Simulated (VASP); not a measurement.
# Li8HCl8 (a cell with a defect) in VASP: notebook

The runs below take Li8HCl8 (a cell with a defect) through single point, with PBEsol.

Everything below comes from runs of VASP 6.6.1. Logs are shortened: lines on timing, memory, paths and dates and some standing lists are left out, and cuts for length are marked.

## Step 1: The cell of the first run

The cell holds a defect, 17 atoms: a = 7.165 Å, b = 7.165 Å, c = 7.165 Å, α = 60.00°, β = 60.00°, γ = 60.00°.

## Step 2: Single point, PBEsol, collinear spin

Contents of INCAR:

```
PREC = Accurate ; ENCUT = 520
EDIFF = 1E-6 ; ISMEAR = -1
SIGMA = 0.05 ; LREAL = Auto
LASPH = T ; NELM = 150
ALGO = Normal ; ISIF = 2
LWAVE = F ; LCHARG = T
ISPIN = 2 ; MAGMOM = 0.1 0 0.1 0.1 0.1 0.1 0 0 0 0.1 0.1 0.1 0.1 0.1 0 0 0.1
LORBIT = 11 ; GGA = PS
LELF = T ; LVHAR = T
NBANDS = 58
```

Contents of KPOINTS:

```
Automatic mesh
0
Gamma
  2 2 2
  0.5 0.5 0.5
```

Contents of POSCAR:

```
Li8HCl8
1.0
    0.0000000000      5.0663550000      5.0663550000
    5.0663550000      0.0000000000      5.0663550000
    5.0663550000      5.0663550000      0.0000000000
Cl Li H
8 8 1
Direct
    0.7828380000      0.2147150000      0.2379070000
    0.2322970000      0.7415300000      0.7725320000
    0.2589400000      0.7441920000      0.2475720000
    0.7596110000      0.2639270000      0.7431580000
    0.2444280000      0.2758490000      0.7307970000
    0.7771210000      0.7704320000      0.2552400000
    0.2690120000      0.2343380000      0.2590380000
    0.7790990000      0.7226030000      0.7517960000
    0.9759210000      0.0242430000      0.9893790000
    0.4968550000      0.5146510000      0.4997050000
    0.9680320000      0.0141420000      0.5250960000
    0.4918010000      0.4979240000      0.0336200000
    0.0088230000      0.5036640000      0.9939010000
    0.4986890000      0.0052030000      0.4881260000
    0.4912180000      0.0003820000      0.0273340000
    0.9959570000      0.5204440000      0.5015820000
    0.6285010000      0.3915790000      0.3631470000
```

Potentials or basis: VASP PAW PBE potentials, release 64 (Cl, Li_sv, H).

Run with:

```
cat potpaw_PBE.64/Cl/POTCAR potpaw_PBE.64/Li_sv/POTCAR potpaw_PBE.64/H/POTCAR > POTCAR
mpirun -np 1 vasp_std > vasp.out
```

OUTCAR:

```text
PREC = Accurate
   ENCUT = 520
   EDIFF = 1E-6
   ISMEAR = -1
   LREAL = Auto
   LASPH = T
   NELM = 150
   ISIF = 2
   ISPIN = 2
   LORBIT = 11
   GGA = PS

 ion  position               nearest neighbor table
   1  0.783  0.215  0.238-  17 1.54   9 2.24  11 2.43  14 2.52  12 2.54  13 2.62
   2  0.232  0.742  0.773-  13 2.34  10 2.54   9 2.54  11 2.60
   3  0.259  0.744  0.248-  12 2.33  16 2.47  15 2.48  10 2.49
   4  0.760  0.264  0.743-   9 2.35  11 2.38  16 2.50  10 2.57
   5  0.244  0.276  0.731-  16 2.42  13 2.49  10 2.49  14 2.60
   6  0.777  0.770  0.255-   9 2.32  16 2.36  14 2.39  15 2.62
   7  0.269  0.234  0.259-  14 2.32  15 2.36  12 2.47
   8  0.779  0.723  0.752-  16 2.30  13 2.39  11 2.46  12 2.61
   9  0.976  0.024  0.989-   1 2.24   6 2.32   4 2.35   2 2.54
  10  0.497  0.515  0.500-  17 1.32   3 2.49   5 2.49   2 2.54   4 2.57
  11  0.968  0.014  0.525-   4 2.38   1 2.43   8 2.46   2 2.60
  12  0.492  0.498  0.034-   3 2.33   7 2.47   1 2.54   8 2.61
  13  0.009  0.504  0.994-   2 2.34   8 2.39   5 2.49   1 2.62
  14  0.499  0.005  0.488-   7 2.32   6 2.39   1 2.52   5 2.60
  15  0.491  0.000  0.027-   7 2.36   3 2.48   6 2.62
  16  0.996  0.520  0.502-   8 2.30   6 2.36   5 2.42   3 2.47   4 2.50
  17  0.629  0.392  0.363-  10 1.32   1 1.54

  LATTYP: Found a face centered cubic cell.
 ALAT       =    10.1327100000

  Lattice vectors:

 A1 = (   0.0000000000,   5.0663550000,   5.0663550000)
 A2 = (   5.0663550000,   0.0000000000,   5.0663550000)
 A3 = (   5.0663550000,   5.0663550000,   0.0000000000)

Analysis of symmetry for initial positions (statically):
=====================================================================
 Subroutine PRICEL returns:
 Original cell was already a primitive cell.

 Routine SETGRP: Setting up the symmetry group for a
 face centered cubic supercell.

 Subroutine GETGRP returns: Found  1 space group operations
 (whereof  1 operations were pure point group operations)
 out of a pool of 48 trial point group operations.

The static configuration has the point symmetry C_1 .

Analysis of symmetry for dynamics (positions and initial velocities):
=====================================================================
 Subroutine PRICEL returns:
 Original cell was already a primitive cell.

 Routine SETGRP: Setting up the symmetry group for a
 face centered cubic supercell.

 Subroutine GETGRP returns: Found  1 space group operations
 (whereof  1 operations were pure point group operations)
 out of a pool of 48 trial point group operations.

The dynamic configuration has the point symmetry C_1 .

Analysis of structural, dynamic, and magnetic symmetry:
=====================================================================
 Subroutine PRICEL returns:
 Original cell was already a primitive cell.

 Routine SETGRP: Setting up the symmetry group for a
 face centered cubic supercell.

 Subroutine GETGRP returns: Found  1 space group operations
 (whereof  1 operations were pure point group operations)
 out of a pool of 48 trial point group operations.

The overall configuration has the point symmetry C_1 .

 Subroutine INISYM returns: Found  1 space group operations
 (whereof  1 operations are pure point group operations),
 and found     1 'primitive' translations

----------------------------------------------------------------------------------------

                                     Primitive cell

  volume of cell :     260.0859

  direct lattice vectors                    reciprocal lattice vectors
     0.000000000  5.066355000  5.066355000    -0.098690281  0.098690281  0.098690281
     5.066355000  0.000000000  5.066355000     0.098690281 -0.098690281  0.098690281
     5.066355000  5.066355000  0.000000000     0.098690281  0.098690281 -0.098690281

  length of vectors
     7.164907953  7.164907953  7.164907953     0.170936581  0.170936581  0.170936581

  position of ions in fractional coordinates (direct lattice)
     0.782838000  0.214715000  0.237907000
     0.232297000  0.741530000  0.772532000
     0.258940000  0.744192000  0.247572000
     0.759611000  0.263927000  0.743158000
     0.244428000  0.275849000  0.730797000
     0.777121000  0.770432000  0.255240000
[... 9 lines left out ...]
     0.995957000  0.520444000  0.501582000
[... 70 lines left out ...]
   dimension x,y,z NGXF=   108 NGYF=  108 NGZF=  108
   ions per type =               8   8   1
   NGX,Y,Z   is equivalent  to a cutoff of  12.53, 12.53, 12.53 a.u.
   NGXF,Y,Z  is equivalent  to a cutoff of  25.06, 25.06, 25.06 a.u.
 SYSTEM =  unknown system
   PREC   = accura    normal or accurate (medium, high low for compatibility)
   ISTART =      0    job   : 0-new  1-cont  2-samecut
   ICHARG =      2    charge: 1-file 2-atom 10-const
   ISPIN  =      2    spin polarized calculation?
   LNONCOLLINEAR =      F non collinear calculations
   LSORBIT =      F    spin-orbit coupling
   LASPH  =      T    aspherical Exc in radial PAW
   ENCUT  =  520.0 eV  38.22 Ry    6.18 a.u.  13.32 13.32 13.32*2*pi/ulx,y,z
   NELM   =    150;   NELMIN=  2; NELMDL= -5     # of ELM steps
   EDIFF  = 0.1E-05   stopping-criterion for ELM
   LREAL  =      T    real-space projection
   EDIFFG = 0.1E-04   stopping-criterion for IOM
   NSW    =      0    number of steps for IOM
   IBRION =     -1    ionic relax: 0-MD 1-quasi-New 2-CG
   NFREE  =      0    steps in history (QN), initial steepest desc. (CG)
   ISIF   =      2    stress and relaxation
   ISYM   =      2    0-nonsym 1-usesym 2-fastsym
   POTIM  = 0.5000    time-step for ionic-motion
   TEBEG  =    0.0;   TEEND  =   0.0 temperature during run
   PSTRESS=    0.0 pullay stress
   NELECT =      81.0000    total number of electrons
   NUPDOWN=      -1.0000    fix difference up-down
   EMIN   =  10.00;   EMAX   =-10.00  energy-range for DOS
   EFERMI =   0.00;   METHOD = LEGACY
   ISMEAR =    -1;   SIGMA  =   0.05  broadening in eV -4-tet -1-fermi 0-gaus
   EFERMI_NEDOS =   21; number of points for ismear=-14 and -15
   IALGO  =     38    algorithm
   IMIX   =      4    mixing-type and parameters
     AMIX     =   0.40;   BMIX     =  1.00
     AMIX_MAG =   1.60;   BMIX_MAG =  1.00
  volume/ion in A,a.u.               =      15.30       103.24
  Fermi-wavevector in a.u.,A,eV,Ry     =   1.109679  2.096990 16.754058  1.231389
  Thomas-Fermi vector in A             =   2.246222
   LORBIT       =     11    0 simple, 1 ext, 2 COOP (PROOUT), +10 PAW based schemes
   GGA     = PS    functional components
   LHFCALC =     F    Hartree Fock is set to
   AEXX    =    0.0000 exact exchange contribution
   IVDW    =     0    specifies the selected vdW correction
   LEPSILON=     F    determine dielectric tensor
   LRPA    =     F    only Hartree local field effects (RPA)
 spin polarized calculation
  energy-cutoff  :      520.00
  volume of cell :      260.09
 maximum number of plane-waves:      7015
 NGX is ok and might be reduce to    54
   NGX = 27   NGY = 27   NGZ = 27

 number of electron      81.0000000 magnetization       0.9999685

 Free energy of the ion-electron system (eV)
  ---------------------------------------------------
  ext. energy  EPLUGINS =         0.00000000
  ---------------------------------------------------
  free energy    TOTEN  =       -59.84986897 eV

  energy without entropy =      -59.84986518  energy(sigma->0) =      -59.84986707

 E-fermi :   5.0711     XC(G=0):  -9.1114

 val. band max:        4.5480903312   @ k =   0.0000   0.5000  -0.2500
 cond. band min:       5.5778663712   @ k =   0.0000   0.0000  -0.2500
 fundamental gap:      1.0297760400
 Fermi energy:         5.0710585448

 spin component 1

 k-point     1 :       0.2500    0.2500    0.2500
  band No.  band energies     occupation
      1     -42.1360      1.00000
      2     -41.9901      1.00000
      3     -41.9591      1.00000
      4     -41.9562      1.00000
      5     -41.8864      1.00000
      6     -41.5216      1.00000
[... 869 lines left out ...]
     51       9.9360      0.00000
     52      10.2392      0.00000
 Fermi energy:         5.0710585448

 spin component 2

 k-point     1 :       0.2500    0.2500    0.2500
  band No.  band energies     occupation
      1     -42.1361      1.00000
      2     -41.9903      1.00000
      3     -41.9590      1.00000
      4     -41.9561      1.00000
      5     -41.8864      1.00000
      6     -41.5216      1.00000
[... 869 lines left out ...]
     51      10.0270      0.00000
     52      10.2609      0.00000
 [bands above 52 left out]

------------------------ aborting loop because EDIFF is reached ----------------------------------------

  FORCE on cell =-STRESS in cart. coord.  units (eV):
  Direction    XX          YY          ZZ          XY          YZ          ZX
  --------------------------------------------------------------------------------------
  -------------------------------------------------------------------------------------
  Total       13.6719199      2.4742607      1.8130223     -0.4314958      0.0782475      0.6938195
  in kB       84.2215517     15.2419029     11.1685521     -2.6580937      0.4820188      4.2740561
  external PRESSURE =      36.8773356 kB  Pullay stress =       0.0000000 kB

 VOLUME and BASIS-vectors are now :
 -----------------------------------------------------------------------------
  energy-cutoff  :      520.00
  volume of cell :      260.09
      direct lattice vectors                 reciprocal lattice vectors
     0.000000000  5.066355000  5.066355000    -0.098690281  0.098690281  0.098690281
     5.066355000  0.000000000  5.066355000     0.098690281 -0.098690281  0.098690281
     5.066355000  5.066355000  0.000000000     0.098690281  0.098690281 -0.098690281

 POSITION                                       TOTAL-FORCE (eV/Angst)
 -----------------------------------------------------------------------------------
      2.29314      5.17146      5.05396        -1.966790      0.264559      0.063584
      7.67078      5.09082      4.93375        -0.083551      0.060573      0.601948
      5.02463      2.56617      5.08222         0.174107      0.065191      0.402062
      5.10225      7.61356      5.18561        -0.013771     -0.260096     -0.342972
      5.10003      4.94084      2.63591        -0.320639      0.658235     -0.168362
      5.19642      5.23031      7.84045        -0.414010     -0.472038     -0.825264
[... 9 lines left out ...]
      5.17795      7.58706      7.68263        -0.241264      0.135254      0.002918
      3.82371      5.02404      5.16809        -0.892120     -0.253059      0.431847
 -----------------------------------------------------------------------------------
    total drift:                                0.006910     -0.002767      0.002094

  FREE ENERGIE OF THE ION-ELECTRON SYSTEM (eV)
  ---------------------------------------------------
  free  energy   TOTEN  =       -59.8498689700 eV

  energy  without entropy=      -59.8498651751  energy(sigma->0) =      -59.84986707

 total charge

# of ion       s       p       d       tot
------------------------------------------
    1        1.601   3.537   0.000   5.138
    2        1.580   3.565   0.000   5.145
    3        1.581   3.566   0.000   5.147
    4        1.580   3.570   0.000   5.150
    5        1.581   3.560   0.000   5.141
    6        1.581   3.576   0.000   5.158
[... 9 lines left out ...]
   16        2.014   0.053   0.000   2.067
   17        0.544   0.027   0.000   0.571
--------------------------------------------------
tot         29.324  28.991   0.000  58.315

 magnetization (x)

# of ion       s       p       d       tot
------------------------------------------
    1        0.028   0.162   0.000   0.190
    2        0.000   0.001   0.000   0.001
    3        0.002   0.012   0.000   0.014
    4        0.001   0.004   0.000   0.005
    5        0.001   0.005   0.000   0.005
    6        0.002   0.009   0.000   0.010
[... 9 lines left out ...]
   16       -0.000  -0.000   0.000  -0.000
   17        0.236   0.008   0.000   0.244
--------------------------------------------------
tot          0.301   0.286   0.000   0.588
```

It took 8.5 min on 1 thread of Intel Xeon 6975P-C (Granite Rapids), shared host; peak memory 0.66 GiB.

What came out:

```yaml
Free_energy: -59.8499 eV
Largest_force: 3.994 eV/Å
Band_gap_on_the_k_mesh: 1.03 eV
Net_moment: 1.00 μB per cell
Site_moments: Cl +0.19, +0.00, +0.01, -0.00 (each value once); Li +0.02, +0.10, -0.00, +0.00 (each value once); H +0.24 μB
Valence_electrons_inside_the_program's_atomic_spheres: Cl 5.14, 5.15, 5.16 (each value once); Li 2.08, 2.16, 2.05, 2.04, 2.07 (each value once); H 0.57
```

Forces in eV/Å, atoms in the order of the input:
```
Cl  -1.967  0.265  0.064
Cl  -0.084  0.061  0.602
Cl   0.174  0.065  0.402
Cl  -0.014 -0.260 -0.343
Cl  -0.321  0.658 -0.168
Cl  -0.414 -0.472 -0.825
Cl   0.087 -0.399 -0.086
Cl   0.897 -0.366 -0.114
Li  -0.735  0.200  0.295
Li   3.989  0.046 -0.209
Li  -0.224  0.298  0.042
Li  -0.205 -0.257  0.108
Li  -0.030  0.085 -0.019
Li   0.206  0.290 -0.208
Li  -0.226 -0.097  0.025
Li  -0.241  0.135  0.003
H   -0.892 -0.253  0.432
```

Caveat: the cutoff is under 1.25 times the usual one of these potentials, so pressure, stress and relaxed cells hold a basis-set (Pulay) error; the PAW data sets were made with another functional, which shifts forces and pressure a little.

## Step 3: Single point, PBEsol, collinear spin

Contents of INCAR:

```
SYSTEM = Li8HCl8
PREC     = Accurate       ! precision mode
ENCUT    = 520            ! plane-wave cutoff, eV
EDIFF    = 1E-6           ! SCF threshold, eV
ISMEAR   = -1             ! smearing method
SIGMA    = 0.05           ! smearing width, eV
LREAL    = Auto         
LASPH    = .True.         ! aspherical terms in the spheres
NELM     = 150            ! most SCF steps
ALGO     = Normal         ! electronic algorithm
ISIF     = 2              ! what is computed and relaxed
LWAVE    = .False.        ! write WAVECAR
LCHARG   = .True.         ! write CHGCAR
ISPIN    = 2              ! spin polarisation
MAGMOM   = 0.091 0 0.091 0.091 0.091 0.091 0 0 0 0.091 0.091 0.091 0.091 0.091 0 0 0.091 ! initial moments
LORBIT   = 11             ! projections on sites
GGA      = PS             ! functional
LELF     = .True.         ! ELF
LVHAR    = .True.       
NBANDS   = 58             ! bands
NELECT   = 75.0
```

KPOINTS is that of step 2.

POSCAR is that of step 2.

Potentials or basis: VASP PAW PBE potentials, release 64 (Cl, Li_sv, H).

Run with:

```
cat potpaw_PBE.64/Cl/POTCAR potpaw_PBE.64/Li_sv/POTCAR potpaw_PBE.64/H/POTCAR > POTCAR
mpirun -np 1 vasp_std > vasp.out
```

It took 30 min on 1 thread of Intel Xeon 6975P-C (Granite Rapids), shared host; peak memory 0.7 GiB.

Results (log left out):

- Free energy: -66.1640 eV
- Largest force: 7.007 eV/Å
- Net moment: -0.35 μB per cell
- Site moments: Cl +0.02, -0.39, -0.02, +0.01, +0.03, +0.22, -0.09, -0.04; Li +0.00, -0.00 (each value once); H -0.00 μB
- Valence electrons inside the program's atomic spheres: Cl 4.92, 4.83, 4.86, 4.87, 4.84, 4.88, 4.85 (each value once); Li 2.04, 2.06, 2.03, 2.02, 2.05 (each value once); H 0.43

Forces in eV/Å, atoms in the order of the input:
```
Cl   4.398 -0.092  0.323
Cl   0.001 -0.007  0.268
Cl   0.262 -0.040  0.026
Cl   0.241 -0.368 -0.108
Cl  -0.058  0.167  0.057
Cl  -0.384 -0.235 -0.499
Cl   0.315 -0.359 -0.158
Cl   0.406 -0.121 -0.102
Li  -0.902  0.122  0.425
Li   3.934  0.251 -0.028
Li  -0.321  0.162  0.164
Li  -0.409 -0.177  0.119
Li   0.111  0.325 -0.268
Li   0.255  0.394 -0.213
Li  -0.360 -0.119  0.128
Li  -0.484  0.026 -0.042
H   -7.006  0.072 -0.092
```

Levels at points of the mesh, in eV from the Fermi level:
Spin up:
| k point | band 35 | band 36 | band 37 | band 38 | band 39 | band 40 | band 41 | band 42 |
| --- | --- | --- | --- | --- | --- | --- | --- | --- |
| (0.25, 0.25, 0.25) | -0.09 | -0.06 | 0.03 | 0.09 | 0.27 | 0.28 | 3.70 | 8.01 |
Spin down:
```
           k point  band 34  band 35  band 36  band 37  band 38  band 39  band 40  band 41  band 42  band 43
(0.25, 0.25, 0.25)    -0.23    -0.17    -0.09     0.04     0.10     0.19     0.20     3.71     8.01     8.12
```

Caveat: the k points lie up to 0.54 Å⁻¹ apart; the cell carries a net charge on a neutralising background, which shifts energy and pressure; the cell is charged against a uniform background, so pressure and absolute levels hang on convention; the cutoff is under 1.25 times the usual one of these potentials, so pressure, stress and relaxed cells hold a basis-set (Pulay) error; the PAW data sets were made with another functional, which shifts forces and pressure a little.
